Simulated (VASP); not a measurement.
# Re in VASP: single point with PBE

Aim: the single point of Re with PBE.

All numbers are computed with VASP 6.6.1; they aren't measurements. Logs are shortened: lines on timing, memory, paths and dates and some standing lists are left out, and cuts for length are marked.

**1. The cell of the first run**

The cell holds a slab with vacuum, 4 atoms: a = 2.775 Å, b = 2.775 Å, c = 19.726 Å, α = 90.00°, β = 90.00°, γ = 120.00°.

**2. Single point, PBE**

Input file INCAR:

```
PREC = Accurate
ENCUT = 410
EDIFF = 1E-6
ISMEAR = -1
SIGMA = 0.05
LREAL = F
LASPH = T
NELM = 120
ALGO = Normal
ISIF = 2
LWAVE = F
LCHARG = T
LDIPOL = T
IDIPOL = 3
DIPOL = 0.5 0.5 0.500
GGA = PE
LELF = T
LVHAR = T
LVACPOTAV = T
NBANDS = 38
GGA_COMPAT = F
NELMDL = -8
```

Input file KPOINTS:

```
Automatic mesh
0
Gamma
  14 14 1
```

Input file POSCAR:

```
Re
1.0
    2.7751003076      0.0000000000      0.0000000000
   -1.3875501538      2.4033073644      0.0000000000
    0.0000000000      0.0000000000     19.7256000000
Re
4
Direct
    0.8333333333      0.1666666667      0.3343428617
    0.1666666667      0.8333333333      0.4406898942
    0.8333333333      0.1666666667      0.5593101055
    0.1666666667      0.8333333333      0.6656571386
```

Potentials or basis: VASP PAW PBE potentials, release 64 (Re_sv_GW).

Launch:

```
$ cat potpaw_PBE.64/Re_sv_GW/POTCAR > POTCAR
$ mpirun -np 1 vasp_std > vasp.out
```

OUTCAR:

```text
PREC = Accurate
   ENCUT = 410
   EDIFF = 1E-6
   ISMEAR = -1
   LREAL = F
   LASPH = T
   NELM = 120
   ISIF = 2
   GGA = PE
   NELMDL = -8

 ion  position               nearest neighbor table
   1  0.833  0.167  0.334-   2 2.64   2 2.64   2 2.64
   2  0.167  0.833  0.441-   1 2.64   1 2.64   1 2.64   3 2.84   3 2.84   3 2.84
   3  0.833  0.167  0.559-   4 2.64   4 2.64   4 2.64   2 2.84   2 2.84   2 2.84
   4  0.167  0.833  0.666-   3 2.64   3 2.64   3 2.64

  LATTYP: Found a hexagonal cell.
 ALAT       =     2.7751003076
 C/A-ratio  =     7.1080673898

  Lattice vectors:

 A1 = (   2.7751003076,   0.0000000000,   0.0000000000)
 A2 = (  -1.3875501538,   2.4033073644,   0.0000000000)
 A3 = (   0.0000000000,   0.0000000000,  19.7256000000)

Analysis of symmetry for initial positions (statically):
=====================================================================
 Subroutine PRICEL returns:
 Original cell was already a primitive cell.

 Routine SETGRP: Setting up the symmetry group for a
 hexagonal supercell.

 Subroutine GETGRP returns: Found 12 space group operations
 (whereof  4 operations were pure point group operations)
 out of a pool of 24 trial point group operations.

The static configuration has the point symmetry C_2h.
 The point group associated with its full space group is D_3d.

Analysis of symmetry for dynamics (positions and initial velocities):
=====================================================================
 Subroutine PRICEL returns:
 Original cell was already a primitive cell.

 Routine SETGRP: Setting up the symmetry group for a
 hexagonal supercell.

 Subroutine GETGRP returns: Found 12 space group operations
 (whereof  4 operations were pure point group operations)
 out of a pool of 24 trial point group operations.

The dynamic configuration has the point symmetry C_2h.
 The point group associated with its full space group is D_3d.

 Subroutine INISYM returns: Found 12 space group operations
 (whereof  4 operations are pure point group operations),
 and found     1 'primitive' translations

----------------------------------------------------------------------------------------

                                     Primitive cell

  volume of cell :     131.5583

  direct lattice vectors                    reciprocal lattice vectors
     2.775100308  0.000000000  0.000000000     0.360347335  0.208046631  0.000000000
    -1.387550154  2.403307364  0.000000000     0.000000000  0.416093262  0.000000000
     0.000000000  0.000000000 19.725600000     0.000000000  0.000000000  0.050695543

  length of vectors
     2.775100308  2.775100308 19.725600000     0.416093262  0.416093262  0.050695543

  position of ions in fractional coordinates (direct lattice)
     0.833333333  0.166666667  0.334342862
     0.166666667  0.833333333  0.440689894
     0.833333333  0.166666667  0.559310106
     0.166666667  0.833333333  0.665657139

  ion indices of the primitive-cell ions
   primitive index   ion index
                 1           1
                 2           2
                 3           3
                 4           4

----------------------------------------------------------------------------------------

 KPOINTS: Automatic mesh

Automatic generation of k-mesh.
 Grid dimensions read from file:
 generate k-points for:   14   14    1

 Generating k-lattice:

  Cartesian coordinates                     Fractional coordinates (reciprocal lattice)
     0.025739095  0.014860474  0.000000000     0.071428571  0.000000000  0.000000000
     0.000000000  0.029720947  0.000000000     0.000000000  0.071428571  0.000000000
     0.000000000  0.000000000  0.050695543     0.000000000  0.000000000  1.000000000

  Length of vectors
     0.029720947  0.029720947  0.050695543

  Shift w.r.t. Gamma in fractional coordinates (k-lattice)
     0.000000000  0.000000000  0.000000000

 Subroutine IBZKPT returns following result:
 ===========================================

 Found     24 irreducible k-points:

 Following reciprocal coordinates:
            Coordinates               Weight
  0.000000  0.000000  0.000000      1.000000
  0.071429  0.000000  0.000000      6.000000
  0.142857  0.000000  0.000000      6.000000
  0.214286  0.000000  0.000000      6.000000
  0.285714  0.000000  0.000000      6.000000
  0.357143  0.000000  0.000000      6.000000
[... 16 lines left out ...]
  0.285714  0.285714  0.000000      6.000000
  0.357143  0.285714  0.000000      6.000000
   k-points           NKPTS =     24   k-points in BZ     NKDIM =     24   number of bands    NBANDS=     38
   number of dos      NEDOS =    301   number of ions     NIONS =      4
   total plane-waves  NPLWV =  45360
   dimension x,y,z NGX =    18 NGY =   18 NGZ =  140
   dimension x,y,z NGXF=    36 NGYF=   36 NGZF=  280
   ions per type =               4
   NGX,Y,Z   is equivalent  to a cutoff of  10.78, 10.78, 11.80 a.u.
   NGXF,Y,Z  is equivalent  to a cutoff of  21.57, 21.57, 23.60 a.u.
 SYSTEM =  unknown system
   PREC   = accura    normal or accurate (medium, high low for compatibility)
   ISTART =      0    job   : 0-new  1-cont  2-samecut
   ICHARG =      2    charge: 1-file 2-atom 10-const
   ISPIN  =      1    spin polarized calculation?
   LNONCOLLINEAR =      F non collinear calculations
   LSORBIT =      F    spin-orbit coupling
   LASPH  =      T    aspherical Exc in radial PAW
   ENCUT  =  410.0 eV  30.13 Ry    5.49 a.u.   4.58  4.58 32.57*2*pi/ulx,y,z
   NELM   =    120;   NELMIN=  2; NELMDL= -8     # of ELM steps
   EDIFF  = 0.1E-05   stopping-criterion for ELM
   LREAL  =      F    real-space projection
   EDIFFG = 0.1E-04   stopping-criterion for IOM
   NSW    =      0    number of steps for IOM
   IBRION =     -1    ionic relax: 0-MD 1-quasi-New 2-CG
   NFREE  =      0    steps in history (QN), initial steepest desc. (CG)
   ISIF   =      2    stress and relaxation
   ISYM   =      2    0-nonsym 1-usesym 2-fastsym
   POTIM  = 0.5000    time-step for ionic-motion
   TEBEG  =    0.0;   TEEND  =   0.0 temperature during run
   PSTRESS=    0.0 pullay stress
   NELECT =      60.0000    total number of electrons
   NUPDOWN=      -1.0000    fix difference up-down
   EMIN   =  10.00;   EMAX   =-10.00  energy-range for DOS
   EFERMI =   0.00;   METHOD = LEGACY
   ISMEAR =    -1;   SIGMA  =   0.05  broadening in eV -4-tet -1-fermi 0-gaus
   EFERMI_NEDOS =   21; number of points for ismear=-14 and -15
   IALGO  =     38    algorithm
   IMIX   =      4    mixing-type and parameters
     AMIX     =   0.40;   BMIX     =  1.00
     AMIX_MAG =   1.60;   BMIX_MAG =  1.00
  volume/ion in A,a.u.               =      32.89       221.95
  Fermi-wavevector in a.u.,A,eV,Ry     =   1.260141  2.381321 21.605447  1.587956
  Thomas-Fermi vector in A             =   2.393666
   LORBIT       =      0    0 simple, 1 ext, 2 COOP (PROOUT), +10 PAW based schemes
   GGA     = PE    functional components
   LHFCALC =     F    Hartree Fock is set to
   AEXX    =    0.0000 exact exchange contribution
   IVDW    =     0    specifies the selected vdW correction
   LEPSILON=     F    determine dielectric tensor
   LRPA    =     F    only Hartree local field effects (RPA)
 non-spin polarized calculation
  energy-cutoff  :      410.00
  volume of cell :      131.56
 maximum number of plane-waves:      2511
   NGX =  9   NGY =  9   NGZ = 65

 dipolmoment           0.000000      0.000000     -0.000000 electrons x Angstroem

 number of electron      60.0000021 magnetization

 dipolmoment           0.000000      0.000000      0.000000 electrons x Angstroem

 Free energy of the ion-electron system (eV)
  ---------------------------------------------------
  ext. energy  EPLUGINS =         0.00000000
  ---------------------------------------------------
  free energy    TOTEN  =       -54.03600272 eV

  energy without entropy =      -54.01030917  energy(sigma->0) =      -54.02315595

 E-fermi :   3.1103     XC(G=0):  -7.4063

 val. band max:        3.0816046584   @ k =   0.3571   0.1429   0.0000
 cond. band min:       3.1374418128   @ k =   0.4286   0.1429   0.0000
 fundamental gap:      0.0558371544
 Fermi energy:         3.1102845296

 k-point     1 :       0.0000    0.0000    0.0000
  band No.  band energies     occupation
      1     -76.6347      2.00000
      2     -76.6014      2.00000
      3     -76.4770      2.00000
      4     -76.4715      2.00000
      5     -39.0565      2.00000
      6     -38.8141      2.00000
[... 30 lines left out ...]
     37       5.0390      0.00000
     38       6.3817      0.00000

 k-point     2 :       0.0714    0.0000    0.0000
  band No.  band energies     occupation
      1     -76.6302      2.00000
      2     -76.5975      2.00000
      3     -76.4742      2.00000
      4     -76.4690      2.00000
      5     -39.0410      2.00000
      6     -38.8079      2.00000
[... 30 lines left out ...]
     37       5.0441      0.00000
     38       6.3859      0.00000

 k-point     3 :       0.1429    0.0000    0.0000
  band No.  band energies     occupation
      1     -76.6176      2.00000
      2     -76.5866      2.00000
      3     -76.4665      2.00000
      4     -76.4621      2.00000
      5     -38.9975      2.00000
      6     -38.7952      2.00000
[... 30 lines left out ...]
     37       5.1328      0.00000
     38       6.3821      0.00000

 k-point     4 :       0.2143    0.0000    0.0000
  band No.  band energies     occupation
      1     -76.5990      2.00000
      2     -76.5709      2.00000
      3     -76.4555      2.00000
      4     -76.4522      2.00000
      5     -38.9353      2.00000
      6     -38.7950      2.00000
[... 30 lines left out ...]
     37       5.4097      0.00000
     38       6.3673      0.00000
[... 703 lines left out ...]
      4     -76.4194      2.00000
      5     -38.9364      2.00000
      6     -38.9164      2.00000
[... 30 lines left out ...]
     37       9.6277      0.00000
     38      10.1673      0.00000

 k-point    23 :       0.2857    0.2857    0.0000
  band No.  band energies     occupation
      1     -76.5271      2.00000
      2     -76.5200      2.00000
      3     -76.4189      2.00000
      4     -76.4188      2.00000
      5     -38.8921      2.00000
      6     -38.8722      2.00000
[... 30 lines left out ...]
     37       9.6673      0.00000
     38      10.2040      0.00000

 k-point    24 :       0.3571    0.2857    0.0000
  band No.  band energies     occupation
      1     -76.5224      2.00000
      2     -76.5192      2.00000
      3     -76.4174      2.00000
      4     -76.4174      2.00000
      5     -38.8700      2.00000
      6     -38.8594      2.00000
[... 30 lines left out ...]
     37       9.9610      0.00000
     38       9.9656      0.00000

------------------------ aborting loop because EDIFF is reached ----------------------------------------

  FORCE on cell =-STRESS in cart. coord.  units (eV):
  Direction    XX          YY          ZZ          XY          YZ          ZX
  --------------------------------------------------------------------------------------
  -------------------------------------------------------------------------------------
  Total       -2.9928153     -2.9928153     -0.3901482     -0.0000000     -0.0000000      0.0000000
  in kB      -36.4478796    -36.4478796     -4.7514041     -0.0000000     -0.0000000      0.0000000
  external PRESSURE =     -25.8823877 kB  Pullay stress =       0.0000000 kB

 VOLUME and BASIS-vectors are now :
 -----------------------------------------------------------------------------
  energy-cutoff  :      410.00
  volume of cell :      131.56
      direct lattice vectors                 reciprocal lattice vectors
     2.775100308  0.000000000  0.000000000     0.360347335  0.208046631  0.000000000
    -1.387550154  2.403307364  0.000000000     0.000000000  0.416093262  0.000000000
     0.000000000  0.000000000 19.725600000     0.000000000  0.000000000  0.050695543

 POSITION                                       TOTAL-FORCE (eV/Angst)
 -----------------------------------------------------------------------------------
      2.08133      0.40055      6.59511        -0.000000      0.000000     -0.021307
     -0.69378      2.00276      8.69287         0.000000     -0.000000      0.016580
      2.08133      0.40055     11.03273        -0.000000      0.000000     -0.016580
     -0.69378      2.00276     13.13049         0.000000      0.000000      0.021307
 -----------------------------------------------------------------------------------
    total drift:                                0.000002     -0.000001      0.000054

  FREE ENERGIE OF THE ION-ELECTRON SYSTEM (eV)
  ---------------------------------------------------
  free  energy   TOTEN  =       -54.0360027179 eV

  energy  without entropy=      -54.0103091739  energy(sigma->0) =      -54.02315595

 vacuum level on the upper side and lower side of the slab         8.134         8.134
```

Wall time 3.9 min (1 thread of Intel Xeon Platinum 8488C (Sapphire Rapids), shared host); peak memory 0.23 GiB.

What came out:

```
Free energy            : -54.0360 eV
Largest force          : 0.021 eV/Å
Band gap on the k mesh : zero (bands 30 and 31 overlap by 2.95 eV)
```

Forces in eV/Å, atoms in the order of the input:
```
Re   0.000  0.000 -0.021
Re   0.000  0.000  0.017
Re   0.000  0.000 -0.017
Re   0.000  0.000  0.021
```

Caveat: spin-orbit coupling is left out, which moves the levels of the heavy elements.

The gap in the log of VASP goes by the Fermi energy; the results here count the filled bands.